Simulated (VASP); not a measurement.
# Hg (Fm-3m) in VASP: notebook

Runs on Hg. Level: PBEsol. Tasks: single point.

Everything below comes from runs of VASP 6.6.1. Logs are shortened: lines on timing, memory, paths and dates and some standing lists are left out, and cuts for length are marked.

### Step 1. The cell of the first run

Symmetry: Fm-3m, No. 225, cubic system. The conventional cell has a = 4.598 Å, b = 4.598 Å, c = 4.598 Å, α = 90.00°, β = 90.00°, γ = 90.00°. Within 4.3 Å of Hg (site symmetry m-3m) lie 12 Hg at 3.25 Å.

### Step 2. Single point, PBEsol (volume scaled by 1.04)

The input, INCAR:

```
PREC = Accurate
ENCUT = 520
EDIFF = 1E-6
ISMEAR = -1
SIGMA = 0.1
LREAL = False
LASPH = True
NELM = 60
ALGO = Normal
ISIF = 2
LWAVE = False
LCHARG = True
GGA = PS
LELF = True
LVHAR = True
NBANDS = 12
```

The input, KPOINTS:

```
regular mesh
0
Gamma
  13 13 13
```

The input, POSCAR:

```
Hg
1.0
    0.0000000000      2.2991919643      2.2991919643
    2.2991919643      0.0000000000      2.2991919643
    2.2991919643      2.2991919643      0.0000000000
Hg
1
Direct
    0.0000000000      0.0000000000      0.0000000000
```

Potentials or basis: VASP PAW PBE potentials, release 64 (Hg).

The run is started by

```
$ cat potpaw_PBE.64/Hg/POTCAR > POTCAR
$ mpirun -np 1 vasp_std > vasp.out
```

OUTCAR:

```text
PREC = Accurate
   ENCUT = 520
   EDIFF = 1E-6
   ISMEAR = -1
   LREAL = False
   LASPH = True
   NELM = 60
   ISIF = 2
   GGA = PS

 ion  position               nearest neighbor table
   1  0.000  0.000  0.000-

  LATTYP: Found a face centered cubic cell.
 ALAT       =     4.5983839286

  Lattice vectors:

 A1 = (   0.0000000000,   2.2991919643,   2.2991919643)
 A2 = (   2.2991919643,   0.0000000000,   2.2991919643)
 A3 = (   2.2991919643,   2.2991919643,   0.0000000000)

Analysis of symmetry for initial positions (statically):
=====================================================================
 Subroutine PRICEL returns:
 Original cell was already a primitive cell.

 Routine SETGRP: Setting up the symmetry group for a
 face centered cubic supercell.

 Subroutine GETGRP returns: Found 48 space group operations
 (whereof 48 operations were pure point group operations)
 out of a pool of 48 trial point group operations.

The static configuration has the point symmetry O_h .

Analysis of symmetry for dynamics (positions and initial velocities):
=====================================================================
 Subroutine PRICEL returns:
 Original cell was already a primitive cell.

 Routine SETGRP: Setting up the symmetry group for a
 face centered cubic supercell.

 Subroutine GETGRP returns: Found 48 space group operations
 (whereof 48 operations were pure point group operations)
 out of a pool of 48 trial point group operations.

The dynamic configuration has the point symmetry O_h .

 Subroutine INISYM returns: Found 48 space group operations
 (whereof 48 operations are pure point group operations),
 and found     1 'primitive' translations

----------------------------------------------------------------------------------------

                                     Primitive cell

  volume of cell :      24.3084

  direct lattice vectors                    reciprocal lattice vectors
     0.000000000  2.299191964  2.299191964    -0.217467705  0.217467705  0.217467705
     2.299191964  0.000000000  2.299191964     0.217467705 -0.217467705  0.217467705
     2.299191964  2.299191964  0.000000000     0.217467705  0.217467705 -0.217467705

  length of vectors
     3.251548458  3.251548458  3.251548458     0.376665114  0.376665114  0.376665114

  position of ions in fractional coordinates (direct lattice)
     0.000000000  0.000000000  0.000000000

  ion indices of the primitive-cell ions
   primitive index   ion index
                 1           1

----------------------------------------------------------------------------------------

 KPOINTS: regular mesh

Automatic generation of k-mesh.
 Grid dimensions read from file:
 generate k-points for:   13   13   13

 Generating k-lattice:

  Cartesian coordinates                     Fractional coordinates (reciprocal lattice)
    -0.016728285  0.016728285  0.016728285     0.076923077  0.000000000  0.000000000
     0.016728285 -0.016728285  0.016728285     0.000000000  0.076923077  0.000000000
     0.016728285  0.016728285 -0.016728285     0.000000000  0.000000000  0.076923077

  Length of vectors
     0.028974240  0.028974240  0.028974240

  Shift w.r.t. Gamma in fractional coordinates (k-lattice)
     0.000000000  0.000000000  0.000000000

 Subroutine IBZKPT returns following result:
 ===========================================

 Found     84 irreducible k-points:

 Following reciprocal coordinates:
            Coordinates               Weight
  0.000000  0.000000  0.000000      1.000000
  0.076923  0.000000  0.000000      8.000000
  0.153846  0.000000  0.000000      8.000000
  0.230769  0.000000  0.000000      8.000000
  0.307692  0.000000  0.000000      8.000000
  0.384615  0.000000  0.000000      8.000000
[... 16 lines left out ...]
  0.384615  0.153846  0.000000     24.000000
  0.461538  0.153846  0.000000     24.000000
 [... further k-points ...]
   k-points           NKPTS =     84   k-points in BZ     NKDIM =     84   number of bands    NBANDS=     12
   number of dos      NEDOS =    301   number of ions     NIONS =      1
   total plane-waves  NPLWV =  13824
   dimension x,y,z NGX =    24 NGY =   24 NGZ =   24
   dimension x,y,z NGXF=    48 NGYF=   48 NGZF=   48
   ions per type =               1
   NGX,Y,Z   is equivalent  to a cutoff of  12.27, 12.27, 12.27 a.u.
   NGXF,Y,Z  is equivalent  to a cutoff of  24.54, 24.54, 24.54 a.u.
 SYSTEM =  unknown system
   PREC   = accura    normal or accurate (medium, high low for compatibility)
   ISTART =      0    job   : 0-new  1-cont  2-samecut
   ICHARG =      2    charge: 1-file 2-atom 10-const
   ISPIN  =      1    spin polarized calculation?
   LNONCOLLINEAR =      F non collinear calculations
   LSORBIT =      F    spin-orbit coupling
   LASPH  =      T    aspherical Exc in radial PAW
   ENCUT  =  520.0 eV  38.22 Ry    6.18 a.u.   6.05  6.05  6.05*2*pi/ulx,y,z
   NELM   =     60;   NELMIN=  2; NELMDL= -5     # of ELM steps
   EDIFF  = 0.1E-05   stopping-criterion for ELM
   LREAL  =      F    real-space projection
   EDIFFG = 0.1E-04   stopping-criterion for IOM
   NSW    =      0    number of steps for IOM
   IBRION =     -1    ionic relax: 0-MD 1-quasi-New 2-CG
   NFREE  =      0    steps in history (QN), initial steepest desc. (CG)
   ISIF   =      2    stress and relaxation
   ISYM   =      2    0-nonsym 1-usesym 2-fastsym
   POTIM  = 0.5000    time-step for ionic-motion
   TEBEG  =    0.0;   TEEND  =   0.0 temperature during run
   PSTRESS=    0.0 pullay stress
   NELECT =      12.0000    total number of electrons
   NUPDOWN=      -1.0000    fix difference up-down
   EMIN   =  10.00;   EMAX   =-10.00  energy-range for DOS
   EFERMI =   0.00;   METHOD = LEGACY
   ISMEAR =    -1;   SIGMA  =   0.10  broadening in eV -4-tet -1-fermi 0-gaus
   EFERMI_NEDOS =   21; number of points for ismear=-14 and -15
   IALGO  =     38    algorithm
   IMIX   =      4    mixing-type and parameters
     AMIX     =   0.40;   BMIX     =  1.00
     AMIX_MAG =   1.60;   BMIX_MAG =  1.00
  volume/ion in A,a.u.               =      24.31       164.04
  Fermi-wavevector in a.u.,A,eV,Ry     =   1.293848  2.445019 22.776742  1.674043
  Thomas-Fermi vector in A             =   2.425468
   LORBIT       =      0    0 simple, 1 ext, 2 COOP (PROOUT), +10 PAW based schemes
   GGA     = PS    functional components
   LHFCALC =     F    Hartree Fock is set to
   AEXX    =    0.0000 exact exchange contribution
   IVDW    =     0    specifies the selected vdW correction
   LEPSILON=     F    determine dielectric tensor
   LRPA    =     F    only Hartree local field effects (RPA)
 non-spin polarized calculation
  energy-cutoff  :      520.00
  volume of cell :       24.31
 maximum number of plane-waves:       666
   NGX = 13   NGY = 13   NGZ = 13

 number of electron      12.0000001 magnetization

 Free energy of the ion-electron system (eV)
  ---------------------------------------------------
  ext. energy  EPLUGINS =         0.00000000
  ---------------------------------------------------
  free energy    TOTEN  =        -0.54823993 eV

  energy without entropy =       -0.53768597  energy(sigma->0) =       -0.54296295

 E-fermi :   2.1996     XC(G=0): -10.8916

 val. band max:        1.9105985163   @ k =  -0.3846   0.3846   0.0769
 cond. band min:       2.2300555072   @ k =  -0.4615   0.1538   0.0769
 fundamental gap:      0.3194569909
 Fermi energy:         2.1995788070

 k-point     1 :       0.0000    0.0000    0.0000
  band No.  band energies     occupation
      1      -6.5388      2.00000
      2      -4.5622      2.00000
      3      -4.5622      2.00000
      4      -4.5622      2.00000
      5      -3.9552      2.00000
      6      -3.9552      2.00000
      7      15.7750      0.00000
      8      16.7703      0.00000
      9      16.7703      0.00000
     10      16.7703      0.00000
     11      20.7395      0.00000
     12      21.9223      0.00000

 k-point     2 :       0.0769    0.0000    0.0000
  band No.  band energies     occupation
      1      -6.3917      2.00000
      2      -4.5785      2.00000
      3      -4.5303      2.00000
      4      -4.5303      2.00000
      5      -3.9635      2.00000
      6      -3.9635      2.00000
      7      15.0132      0.00000
      8      15.9835      0.00000
      9      16.6831      0.00000
     10      16.6831      0.00000
     11      20.8273      0.00000
     12      21.9552      0.00000

 k-point     3 :       0.1538    0.0000    0.0000
  band No.  band energies     occupation
      1      -5.9886      2.00000
      2      -4.5802      2.00000
      3      -4.4614      2.00000
      4      -4.4614      2.00000
      5      -3.9639      2.00000
      6      -3.9639      2.00000
      7      12.2848      0.00000
      8      16.0633      0.00000
      9      16.4093      0.00000
     10      16.4093      0.00000
     11      20.1337      0.00000
     12      21.6025      0.00000
[... 286 lines left out ...]
 k-point    23 :       0.3846    0.1538    0.0000
  band No.  band energies     occupation
      1      -5.1869      2.00000
      2      -4.5445      2.00000
      3      -4.3109      2.00000
      4      -4.2646      2.00000
      5      -3.5142      2.00000
      6      -2.3192      2.00000
      7       6.1751      0.00000
      8      12.6434      0.00000
      9      12.8268      0.00000
     10      14.8348      0.00000
     11      20.2291      0.00000
     12      22.0619      0.00000

 k-point    24 :       0.4615    0.1538    0.0000
  band No.  band energies     occupation
      1      -5.2377      2.00000
      2      -4.6168      2.00000
      3      -4.3192      2.00000
      4      -4.0373      2.00000
      5      -3.4333      2.00000
      6      -0.8722      2.00000
      7       3.7693      0.00000
      8      11.8110      0.00000
      9      12.6816      0.00000
     10      14.7310      0.00000
     11      21.5951      0.00000
     12      21.9810      0.00000

 [... further k-points ...]
[... 5 lines left out ...]
  --------------------------------------------------------------------------------------
  -------------------------------------------------------------------------------------
  Total       -0.1471324     -0.1471324     -0.1471324     -0.0000000     -0.0000000      0.0000000
  in kB       -9.6975781     -9.6975781     -9.6975781     -0.0000000     -0.0000000      0.0000000
  external PRESSURE =      -9.6975781 kB  Pullay stress =       0.0000000 kB

 VOLUME and BASIS-vectors are now :
 -----------------------------------------------------------------------------
  energy-cutoff  :      520.00
  volume of cell :       24.31
      direct lattice vectors                 reciprocal lattice vectors
     0.000000000  2.299191964  2.299191964    -0.217467705  0.217467705  0.217467705
     2.299191964  0.000000000  2.299191964     0.217467705 -0.217467705  0.217467705
     2.299191964  2.299191964  0.000000000     0.217467705  0.217467705 -0.217467705

 POSITION                                       TOTAL-FORCE (eV/Angst)
 -----------------------------------------------------------------------------------
      0.00000      0.00000      0.00000         0.000000     -0.000000      0.000000
 -----------------------------------------------------------------------------------
    total drift:                                0.000000      0.000000     -0.000000

  FREE ENERGIE OF THE ION-ELECTRON SYSTEM (eV)
  ---------------------------------------------------
  free  energy   TOTEN  =        -0.5482399306 eV

  energy  without entropy=       -0.5376859683  energy(sigma->0) =       -0.54296295
```

Wall time 11 s (1 thread of Intel Xeon Platinum 8375C at 2.90GHz (Ice Lake), shared host); peak memory 0.15 GiB.

What came out:

- Free energy: -0.5482 eV
- Pressure: -1.0 GPa
- Band gap on the k mesh: zero (band 6 reaches 2.56 eV, above the bottom of band 7 at 1.25 eV)

Caveat: the PAW data sets were made with another functional, which shifts forces and pressure a little; spin-orbit coupling is left out, which moves the levels of the heavy elements.

### Step 3. Single point, PBEsol (volume scaled by 1.08)

The input, INCAR:

```
PREC     = Accurate       # precision mode
ENCUT    = 520            # plane-wave cutoff, eV
EDIFF    = 1E-6           # SCF threshold, eV
ISMEAR   = -1             # smearing method
SIGMA    = 0.1            # smearing width, eV
LREAL    = F              # projectors in reciprocal space
LASPH    = T              # aspherical terms in the spheres
NELM     = 100            # most SCF steps
ALGO     = Normal         # electronic algorithm
ISIF     = 2              # what is computed and relaxed
LWAVE    = F              # write WAVECAR
LCHARG   = F              # write CHGCAR
GGA      = PS             # functional
NBANDS   = 12             # bands
```

KPOINTS is that of step 2.

The input, POSCAR:

```
Hg
1.0
    0.0000000000      2.3282987500      2.3282987500
    2.3282987500      0.0000000000      2.3282987500
    2.3282987500      2.3282987500      0.0000000000
Hg
1
Direct
    0.0000000000      0.0000000000      0.0000000000
```

Potentials or basis: VASP PAW PBE potentials, release 64 (Hg).

The run is started by

```
$ cat potpaw_PBE.64/Hg/POTCAR > POTCAR
$ mpirun -np 1 vasp_std > vasp.out
```

Run time: 11 s. Hardware: 1 thread of Intel Xeon Platinum 8375C at 2.90GHz (Ice Lake), shared host; peak memory 0.15 GiB.

Results (log left out):

| Item | Value |
| --- | --- |
| Free energy | -0.5406 eV |
| Pressure | -1.8 GPa |
| Band gap on the k mesh | zero (band 6 reaches 2.16 eV, above the bottom of band 7 at 1.05 eV) |

Levels at points of the mesh, in eV from the Fermi level:
| k point | band 4 | band 5 | band 6 | band 7 | band 8 | band 9 |
| --- | --- | --- | --- | --- | --- | --- |
| (0.00, 0.00, 0.00) | -6.62 | -6.06 | -6.06 | 13.52 | 14.26 | 14.26 |

Caveat: the PAW data sets were made with another functional, which shifts forces and pressure a little; spin-orbit coupling is left out, which moves the levels of the heavy elements.
